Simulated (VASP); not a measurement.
# Zn (P6/mmm) in VASP: a series of runs

The runs below take Zn through single point, relaxation of cell and atoms, with PBEsol.

All numbers are computed with VASP 6.6.1; they aren't measurements. Logs are shortened: lines on timing, memory, paths and dates and some standing lists are left out, and cuts for length are marked.

### Step 1. The cell of the first run

It takes space group P6/mmm (No. 191, hexagonal). The conventional cell has a = 3.441 Å, b = 3.441 Å, c = 2.083 Å, α = 90.00°, β = 90.00°, γ = 120.00°. Zn (site symmetry 6/mmm) has 14 Zn at 2.08 to 2.24 Å within 2.8 Å. Within 2.6 Å of Zn (site symmetry -6m2) lie 11 Zn at 1.99 to 2.24 Å.

This isn't the form of Zn at room conditions, which is hcp.

### Step 2. Single point, PBEsol

INCAR

```
ALGO = Normal
EDIFF = 1E-6
ENCUT = 520
GGA = PS
ISIF = 2
ISMEAR = -1
LASPH = True
LCHARG = True
LELF = True
LREAL = False
LVHAR = True
LWAVE = False
NBANDS = 25
NELM = 100
PREC = Accurate
SIGMA = 0.08
```

KPOINTS

```
k-points
0
Gamma
  11 11 15
```

POSCAR

```
Zn
1.0
    3.4411400194      0.0000000000      0.0000000000
   -1.7205700097      2.9801146748      0.0000000000
    0.0000000000      0.0000000000      2.0825095211
Zn
3
Direct
    0.0000000000      0.0000000000      0.0000000000
    0.3333333333      0.6666666667      0.5000000000
    0.6666666667      0.3333333333      0.5000000000
```

Potentials or basis: VASP PAW PBE potentials, release 64 (Zn).

On the command line:

```console
$ cat potpaw_PBE.64/Zn/POTCAR > POTCAR
$ mpirun -np 1 vasp_std > vasp.out
```

OUTCAR:

```text
EDIFF = 1E-6
   ENCUT = 520
   GGA = PS
   ISIF = 2
   ISMEAR = -1
   LASPH = True
   LREAL = False
   NELM = 100
   PREC = Accurate

 ion  position               nearest neighbor table
   1  0.000  0.000  0.000-   2 2.24   3 2.24   2 2.24   3 2.24   3 2.24   3 2.24   2 2.24   2 2.24
                             3 2.24   3 2.24   2 2.24   2 2.24
   2  0.333  0.667  0.500-   3 1.99   3 1.99   3 1.99   1 2.24   1 2.24   1 2.24   1 2.24   1 2.24
                             1 2.24   3 2.88   3 2.88   3 2.88   3 2.88   3 2.88   3 2.88
   3  0.667  0.333  0.500-   2 1.99   2 1.99   2 1.99   1 2.24   1 2.24   1 2.24   1 2.24   1 2.24
                             1 2.24   2 2.88   2 2.88   2 2.88   2 2.88   2 2.88   2 2.88

  LATTYP: Found a hexagonal cell.
 ALAT       =     3.4411400194
 C/A-ratio  =     0.6051801174

  Lattice vectors:

 A1 = (   3.4411400194,   0.0000000000,   0.0000000000)
 A2 = (  -1.7205700097,   2.9801146748,   0.0000000000)
 A3 = (   0.0000000000,   0.0000000000,   2.0825095211)

Analysis of symmetry for initial positions (statically):
=====================================================================
 Subroutine PRICEL returns:
 Original cell was already a primitive cell.

 Routine SETGRP: Setting up the symmetry group for a
 hexagonal supercell.

 Subroutine GETGRP returns: Found 24 space group operations
 (whereof 24 operations were pure point group operations)
 out of a pool of 24 trial point group operations.

The static configuration has the point symmetry D_6h.

Analysis of symmetry for dynamics (positions and initial velocities):
=====================================================================
 Subroutine PRICEL returns:
 Original cell was already a primitive cell.

 Routine SETGRP: Setting up the symmetry group for a
 hexagonal supercell.

 Subroutine GETGRP returns: Found 24 space group operations
 (whereof 24 operations were pure point group operations)
 out of a pool of 24 trial point group operations.

The dynamic configuration has the point symmetry D_6h.

 Subroutine INISYM returns: Found 24 space group operations
 (whereof 24 operations are pure point group operations),
 and found     1 'primitive' translations

----------------------------------------------------------------------------------------

                                     Primitive cell

  volume of cell :      21.3561

  direct lattice vectors                    reciprocal lattice vectors
     3.441140019  0.000000000  0.000000000     0.290601369  0.167778779  0.000000000
    -1.720570010  2.980114675  0.000000000     0.000000000  0.335557557  0.000000000
     0.000000000  0.000000000  2.082509521     0.000000000  0.000000000  0.480189881

  length of vectors
     3.441140019  3.441140019  2.082509521     0.335557557  0.335557557  0.480189881

  position of ions in fractional coordinates (direct lattice)
     0.000000000  0.000000000  0.000000000
     0.333333333  0.666666667  0.500000000
     0.666666667  0.333333333  0.500000000

  ion indices of the primitive-cell ions
   primitive index   ion index
                 1           1
                 2           2
                 3           3

----------------------------------------------------------------------------------------

 KPOINTS: k-points

Automatic generation of k-mesh.
 Grid dimensions read from file:
 generate k-points for:   11   11   15

 Generating k-lattice:

  Cartesian coordinates                     Fractional coordinates (reciprocal lattice)
     0.026418306  0.015252616  0.000000000     0.090909091  0.000000000  0.000000000
     0.000000000  0.030505232  0.000000000     0.000000000  0.090909091  0.000000000
     0.000000000  0.000000000  0.032012659     0.000000000  0.000000000  0.066666667

  Length of vectors
     0.030505232  0.030505232  0.032012659

  Shift w.r.t. Gamma in fractional coordinates (k-lattice)
     0.000000000  0.000000000  0.000000000

 Subroutine IBZKPT returns following result:
 ===========================================

 Found    128 irreducible k-points:

 Following reciprocal coordinates:
            Coordinates               Weight
  0.000000  0.000000  0.000000      1.000000
  0.090909  0.000000  0.000000      6.000000
  0.181818  0.000000  0.000000      6.000000
  0.272727  0.000000  0.000000      6.000000
  0.363636  0.000000  0.000000      6.000000
  0.454545  0.000000  0.000000      6.000000
[... 16 lines left out ...]
  0.090909  0.090909  0.066667     12.000000
  0.181818  0.090909  0.066667     24.000000
 [... further k-points ...]
   k-points           NKPTS =    128   k-points in BZ     NKDIM =    128   number of bands    NBANDS=     25
   number of dos      NEDOS =    301   number of ions     NIONS =      3
   total plane-waves  NPLWV =  12544
   dimension x,y,z NGX =    28 NGY =   28 NGZ =   16
   dimension x,y,z NGXF=    56 NGYF=   56 NGZF=   32
   ions per type =               3
   NGX,Y,Z   is equivalent  to a cutoff of  13.53, 13.53, 12.77 a.u.
   NGXF,Y,Z  is equivalent  to a cutoff of  27.05, 27.05, 25.55 a.u.
 SYSTEM =  unknown system
   PREC   = accura    normal or accurate (medium, high low for compatibility)
   ISTART =      0    job   : 0-new  1-cont  2-samecut
   ICHARG =      2    charge: 1-file 2-atom 10-const
   ISPIN  =      1    spin polarized calculation?
   LNONCOLLINEAR =      F non collinear calculations
   LSORBIT =      F    spin-orbit coupling
   LASPH  =      T    aspherical Exc in radial PAW
   ENCUT  =  520.0 eV  38.22 Ry    6.18 a.u.   6.40  6.40  3.87*2*pi/ulx,y,z
   NELM   =    100;   NELMIN=  2; NELMDL= -5     # of ELM steps
   EDIFF  = 0.1E-05   stopping-criterion for ELM
   LREAL  =      F    real-space projection
   EDIFFG = 0.1E-04   stopping-criterion for IOM
   NSW    =      0    number of steps for IOM
   IBRION =     -1    ionic relax: 0-MD 1-quasi-New 2-CG
   NFREE  =      0    steps in history (QN), initial steepest desc. (CG)
   ISIF   =      2    stress and relaxation
   ISYM   =      2    0-nonsym 1-usesym 2-fastsym
   POTIM  = 0.5000    time-step for ionic-motion
   TEBEG  =    0.0;   TEEND  =   0.0 temperature during run
   PSTRESS=    0.0 pullay stress
   NELECT =      36.0000    total number of electrons
   NUPDOWN=      -1.0000    fix difference up-down
   EMIN   =  10.00;   EMAX   =-10.00  energy-range for DOS
   EFERMI =   0.00;   METHOD = LEGACY
   ISMEAR =    -1;   SIGMA  =   0.08  broadening in eV -4-tet -1-fermi 0-gaus
   EFERMI_NEDOS =   21; number of points for ismear=-14 and -15
   IALGO  =     38    algorithm
   IMIX   =      4    mixing-type and parameters
     AMIX     =   0.40;   BMIX     =  1.00
     AMIX_MAG =   1.60;   BMIX_MAG =  1.00
  volume/ion in A,a.u.               =       7.12        48.04
  Fermi-wavevector in a.u.,A,eV,Ry     =   1.948356  3.681858 51.648934  3.796090
  Thomas-Fermi vector in A             =   2.976377
   LORBIT       =      0    0 simple, 1 ext, 2 COOP (PROOUT), +10 PAW based schemes
   GGA     = PS    functional components
   LHFCALC =     F    Hartree Fock is set to
   AEXX    =    0.0000 exact exchange contribution
   IVDW    =     0    specifies the selected vdW correction
   LEPSILON=     F    determine dielectric tensor
   LRPA    =     F    only Hartree local field effects (RPA)
 non-spin polarized calculation
  energy-cutoff  :      520.00
  volume of cell :       21.36
 maximum number of plane-waves:       590
 NGX is ok and might be reduce to    28

 number of electron      35.9999983 magnetization

 Free energy of the ion-electron system (eV)
  ---------------------------------------------------
  ext. energy  EPLUGINS =         0.00000000
  ---------------------------------------------------
  free energy    TOTEN  =         7.87521298 eV

  energy without entropy =        7.88543937  energy(sigma->0) =        7.88032618

 E-fermi :  12.8279     XC(G=0): -16.3949

 val. band max:       12.8253436886   @ k =   0.3636   0.0000   0.0000
 cond. band min:      12.8658141067   @ k =   0.3636   0.0000   0.0667
 fundamental gap:      0.0404704181
 Fermi energy:        12.8279073043

 k-point     1 :       0.0000    0.0000    0.0000
  band No.  band energies     occupation
      1      -7.5697      2.00000
      2      -2.8789      2.00000
      3      -1.1478      2.00000
      4      -1.1478      2.00000
      5      -1.0727      2.00000
      6      -1.0727      2.00000
[... 17 lines left out ...]
     24      35.1904      0.00000
     25      39.0218      0.00000

 k-point     2 :       0.0909    0.0000    0.0000
  band No.  band energies     occupation
      1      -7.4183      2.00000
      2      -2.8484      2.00000
      3      -1.5710      2.00000
      4      -1.4019      2.00000
      5      -1.0942      2.00000
      6      -0.8290      2.00000
[... 17 lines left out ...]
     24      35.2272      0.00000
     25      37.7583      0.00000

 k-point     3 :       0.1818    0.0000    0.0000
  band No.  band energies     occupation
      1      -6.9723      2.00000
      2      -2.7935      2.00000
      3      -2.0404      2.00000
      4      -1.5552      2.00000
      5      -1.3290      2.00000
      6      -0.8395      2.00000
[... 17 lines left out ...]
     24      35.0559      0.00000
     25      35.3153      0.00000

 k-point     4 :       0.2727    0.0000    0.0000
  band No.  band energies     occupation
      1      -6.2589      2.00000
      2      -2.8920      2.00000
      3      -2.2824      2.00000
      4      -1.6375      2.00000
      5      -1.5920      2.00000
      6      -0.9585      2.00000
[... 17 lines left out ...]
     24      32.0670      0.00000
     25      33.9003      0.00000
[... 477 lines left out ...]
 k-point    22 :       0.4545    0.0000    0.0667
  band No.  band energies     occupation
      1      -4.1863      2.00000
      2      -3.3134      2.00000
      3      -2.9944      2.00000
      4      -1.6113      2.00000
      5      -1.4824      2.00000
      6      -1.3403      2.00000
[... 17 lines left out ...]
     24      29.1562      0.00000
     25      30.0506      0.00000

 k-point    23 :       0.0909    0.0909    0.0667
  band No.  band energies     occupation
      1      -6.9583      2.00000
      2      -2.6966      2.00000
      3      -1.8056      2.00000
      4      -1.7968      2.00000
      5      -1.0107      2.00000
      6      -0.8149      2.00000
[... 17 lines left out ...]
     24      35.3169      0.00000
     25      36.6578      0.00000

 k-point    24 :       0.1818    0.0909    0.0667
  band No.  band energies     occupation
      1      -6.3845      2.00000
      2      -2.7052      2.00000
      3      -2.1615      2.00000
      4      -1.9281      2.00000
      5      -1.1698      2.00000
      6      -0.7884      2.00000
[... 17 lines left out ...]
     24      32.5447      0.00000
     25      34.8449      0.00000

 [... further k-points ...]

------------------------ aborting loop because EDIFF is reached ----------------------------------------

  FORCE on cell =-STRESS in cart. coord.  units (eV):
  Direction    XX          YY          ZZ          XY          YZ          ZX
  --------------------------------------------------------------------------------------
  -------------------------------------------------------------------------------------
  Total       47.8431104     47.8431104     47.7989283      0.0000000      0.0000000      0.0000000
  in kB     3589.2827559   3589.2827559   3585.9681338      0.0000000      0.0000000      0.0000000
  external PRESSURE =    3588.1778819 kB  Pullay stress =       0.0000000 kB

 VOLUME and BASIS-vectors are now :
 -----------------------------------------------------------------------------
  energy-cutoff  :      520.00
  volume of cell :       21.36
      direct lattice vectors                 reciprocal lattice vectors
     3.441140019  0.000000000  0.000000000     0.290601369  0.167778779  0.000000000
    -1.720570010  2.980114675  0.000000000     0.000000000  0.335557557  0.000000000
     0.000000000  0.000000000  2.082509521     0.000000000  0.000000000  0.480189881

 POSITION                                       TOTAL-FORCE (eV/Angst)
 -----------------------------------------------------------------------------------
      0.00000      0.00000      0.00000         0.000000      0.000000      0.000000
     -0.00000      1.98674      1.04125         0.000000      0.000000      0.000000
      1.72057      0.99337      1.04125        -0.000000     -0.000000      0.000000
 -----------------------------------------------------------------------------------
    total drift:                                0.000000      0.000000     -0.000000

  FREE ENERGIE OF THE ION-ELECTRON SYSTEM (eV)
  ---------------------------------------------------
  free  energy   TOTEN  =         7.8752129829 eV

  energy  without entropy=        7.8854393728  energy(sigma->0) =        7.88032618
```

Wall time 60 s (1 thread of AMD EPYC 7R13, shared host); peak memory 0.14 GiB.

The run converged, but its numbers aren't listed here, since they failed a check.

Caveat: the cell stands under pressure; the PAW data sets were made with another functional, which shifts forces and pressure a little.

### Step 3. Relaxation of cell and atoms, PBEsol, target pressure 350 GPa, at which the enthalpy is minimised

This run uses another cell than the first one: it holds 1 atom, not 3.

INCAR

```
SYSTEM = Zn
PREC = Accurate
ENCUT = 600
EDIFF = 1E-6
ISMEAR = -1
SIGMA = 0.08
LREAL = .FALSE.
LASPH = .TRUE.
NELM = 80
ALGO = Normal
ISIF = 3
LWAVE = .FALSE.
LCHARG = .FALSE.
GGA = PS
IBRION = 2
NSW = 60
EDIFFG = -0.005
PSTRESS = 3500.0
```

KPOINTS

```
Automatic mesh
0
G
  21 21 19
  0 0 0
```

POSCAR

```
Zn
1.0
    2.0608861657      0.0000000000      0.0000000000
   -1.0304430828      1.7847797738      0.0000000000
    0.0000000000      0.0000000000      1.9372329957
Zn
1
Direct
    0.0000000000      0.0000000000      0.0000000000
```

Potentials or basis: VASP PAW PBE potentials, release 64 (Zn).

On the command line:

```console
$ cat potpaw_PBE.64/Zn/POTCAR > POTCAR
$ mpirun -np 1 vasp_std > vasp.out
```

It took 3.6 min on 1 thread of AMD EPYC 7R13, shared host; peak memory 0.13 GiB.

It converged, with:

```yaml
Free_energy: 2.9514 eV
Relaxed_volume: 7.42 Å³/atom
Relaxed_cell: a = 2.059 Å, b = 2.059 Å, c = 2.019 Å, α = 90.00°, β = 90.00°, γ = 120.00°
Space_group_after_relaxing_to_0.1_Å: P6/mmm (No. 191)
Energy_change_on_relaxing_the_run_minimises_the_enthalpy: -729.6 meV/atom
Ionic_steps: 10
Pressure_after_relaxing: 350.0 GPa
Band_gap_on_the_k_mesh: zero (bands 6 and 7 overlap by 8.66 eV)
```

The path:
```csv
step,energy change (eV),largest force (eV/Å),pressure (GPa),volume (Å³)
1,0.0000,0.0000,406.14,7.13
2,-3.8128,0.0000,111.55,9.95
3,-1.0399,0.0000,323.74,7.57
4,-0.8538,0.0000,338.31,7.48
5,-0.1727,0.0000,398.20,7.22
6,-0.7374,0.0000,349.47,7.42
7,-0.7342,0.0000,349.69,7.42
8,-0.7316,0.0000,349.93,7.42
9,-0.7264,0.0000,350.27,7.41
10,-0.7296,0.0000,350.01,7.42
```

Final structure:
```yaml
crystal:
  lattice:
    - [2.05940, 0.00000, 0.00000]
    - [-1.02970, 1.78349, 0.00000]
    - [0.00000, 0.00000, 2.01892]
  atoms:
    - { symbol: Zn, position: [0.00000, 0.00000, 0.00000] }
```

Levels at points of the mesh, in eV from the Fermi level:
| k point | band 4 | band 5 | band 6 | band 7 | band 8 | band 9 |
| --- | --- | --- | --- | --- | --- | --- |
| (0.00, 0.00, 0.00) | -12.23 | -9.75 | -9.75 | 17.60 | 24.16 | 24.58 |

Caveat: the cell is relaxed towards a set pressure, so the run minimises the enthalpy, not the energy; the PAW data sets were made with another functional, which shifts forces and pressure a little.

### Step 4. Relaxation of cell and atoms, PBEsol, target pressure 350 GPa, at which the enthalpy is minimised

This run uses another cell than the first one: it holds 1 atom, not 3.

INCAR

```
SYSTEM = Zn
ALGO = Normal
EDIFF = 1E-7
EDIFFG = -0.005
ENCUT = 600
GGA = PS
IBRION = 2
ISIF = 3
ISMEAR = -1
LASPH = .True.
LCHARG = .False.
LREAL = .False.
LWAVE = .False.
NELM = 100
NSW = 32
PREC = Accurate
PSTRESS = 3500.0
SIGMA = 0.08
```

KPOINTS

```
k-points
0
Gamma
  21 21 19
  0 0 0
```

POSCAR

```
Zn
1.0
    2.0545693683      0.0000000000      0.0000000000
   -1.0272846841      1.7793092668      0.0000000000
    0.0000000000      0.0000000000      2.0151929657
Zn
1
Direct
    0.0000000000      0.0000000000      0.0000000000
```

On the command line:

```console
$ cat potpaw_PBE.64/Zn/POTCAR > POTCAR
$ mpirun -np 1 vasp_std > vasp.out
```

Wall time 2.7 min (1 thread of AMD EPYC 7R13, shared host); peak memory 0.13 GiB.

The run converged. Its results:

```yaml
Free_energy: 2.9510 eV
Relaxed_volume: 7.42 Å³/atom
Relaxed_cell: a = 2.059 Å, b = 2.059 Å, c = 2.019 Å, α = 90.00°, β = 90.00°, γ = 120.00°
Space_group_after_relaxing_to_0.1_Å: P6/mmm (No. 191)
Energy_change_on_relaxing_the_run_minimises_the_enthalpy: -107.1 meV/atom
Ionic_steps: 9
Pressure_after_relaxing: 350.0 GPa
Band_gap_on_the_k_mesh: zero (bands 6 and 7 overlap by 8.66 eV)
```

The path:
```tsv
step	energy change (eV)	largest force (eV/Å)	pressure (GPa)	volume (Å³)
1	0.0000	0.0000	358.82	7.37
2	-0.8839	0.0000	286.96	7.81
3	-0.1102	0.0000	349.75	7.42
4	-0.1073	0.0000	349.98	7.42
5	-0.1052	0.0000	350.16	7.41
6	-0.1048	0.0000	350.17	7.41
7	-0.1050	0.0000	350.16	7.41
8	-0.1100	0.0000	349.76	7.42
9	-0.1071	0.0000	349.99	7.42
```

Final structure:
```
CELL_PARAMETERS angstrom
2.05943 0.00000 0.00000
-1.02971 1.78352 0.00000
0.00000 0.00000 2.01887
ATOMIC_POSITIONS crystal
Zn 0.00000 0.00000 0.00000
```

Levels at points of the mesh, in eV from the Fermi level:
```tsv
k point	band 4	band 5	band 6	band 7	band 8	band 9
(0.00, 0.00, 0.00)	-12.23	-9.75	-9.75	17.60	24.16	24.58
```

Caveat: the cell is relaxed towards a set pressure, so the run minimises the enthalpy, not the energy; the PAW data sets were made with another functional, which shifts forces and pressure a little.

The gap in the log of VASP goes by the Fermi energy; the results here count the filled bands.